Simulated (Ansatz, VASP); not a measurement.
FeBi: VASP beside Ansatz

```
CELL_PARAMETERS angstrom
0.00000 2.74260 2.74260
2.74260 0.00000 2.74260
2.74260 2.74260 0.00000
ATOMIC_POSITIONS crystal
Fe 0.50000 0.50000 0.50000
Bi 0.00000 0.00000 0.00000
```

Alike in both runs: task single point; functional PBE; k mesh 10 × 10 × 10; occupations gaussian, width 0.05 eV; collinear spin.

|  | VASP | Ansatz |
| --- | --- | --- |
| version | VASP 6.6.1 | Ansatz 0.2.0 |
| potentials or method | VASP PAW PBE potentials, release 64 (Fe, Bi_d), cutoff 520 eV | scalar-relativistic, plane waves, PAW |
| valence electrons in the cell | 23 | 31 |

|  | VASP | Ansatz | Ansatz less VASP |
| --- | --- | --- | --- |
| gap on the k mesh at the Fermi level (eV) | none | none | - |
| pressure (GPa) | 4.1 | 4.4 | +0.36 |
| traceless stress, the component that is largest in VASP (GPa) | 0.00 | 0.13 | +0.134 |
| net moment per atom (μB) | 1.28 | 1.27 | -0.002 |
| size of the moment on the site where the two differ most (μB) | 0.06 | 0.04 | -0.027 |

Site moments also hang on the region over which each program counts them. A gap of «none» marks a metal or a gap that the smearing closes. VASP's potentials hold 23 valence electrons a cell and Ansatz's 31, so a difference there can come from the potentials and not from the codes. Ansatz's warnings: stability check not made.

Spin-orbit coupling is off throughout.
